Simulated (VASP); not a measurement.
Wanted: the native input for a VASP 6.6.1 run.

```yaml
Task: single point
Functional: PBE
Potentials_or_basis: VASP PAW PBE potentials, release 64 (In_d, Se)
Cutoff: 520 eV
k_mesh: 10 × 10 × 10
Occupations: gaussian, width 0.02 eV
Spin: no spin polarisation
Dipole_correction: no
Further_INCAR_settings: ALGO = Normal; EDIFF = 1e-06; NBANDS = 30
```

The structure of In3Se lies in POSCAR:

```
In3Se
1.0
    4.8037580000      0.0000000000      0.0000000000
    0.0000000000      4.8037580000      0.0000000000
    0.0000000000      0.0000000000      4.8037580000
In Se
3 1
Direct
    0.0000000000      0.5000000000      0.5000000000
    0.5000000000      0.0000000000      0.5000000000
    0.5000000000      0.5000000000      0.0000000000
    0.0000000000      0.0000000000      0.0000000000
```

These files were run (other wordings do the same):

INCAR

```
SYSTEM = In3Se
ALGO = Normal
EDIFF = 1E-6
ENCUT = 520
GGA = PE
ISIF = 2
ISMEAR = 0
LASPH = .TRUE.
LCHARG = .FALSE.
LREAL = .FALSE.
LWAVE = .FALSE.
NBANDS = 30
NELM = 80
PREC = Accurate
SIGMA = 0.02
```

KPOINTS

```
k-points
0
G
  10 10 10
  0 0 0
```

Potentials or basis: VASP PAW PBE potentials, release 64 (In_d, Se).

The run is started by

```bash
$ cat potpaw_PBE.64/In_d/POTCAR potpaw_PBE.64/Se/POTCAR > POTCAR
$ mpirun -np 1 vasp_std > vasp.out
```

It gave:

- Pressure: -0.3 GPa
- Band gap on the k mesh: zero (an odd number of electrons rules out a gap without spin polarisation)

Caveat: spin-orbit coupling is left out, which moves the levels of the heavy elements.

Wall time 60 s on 1 thread of AMD EPYC 9R45 96-Core Processor (Zen 5) (shared host), peak memory 0.27 GiB.
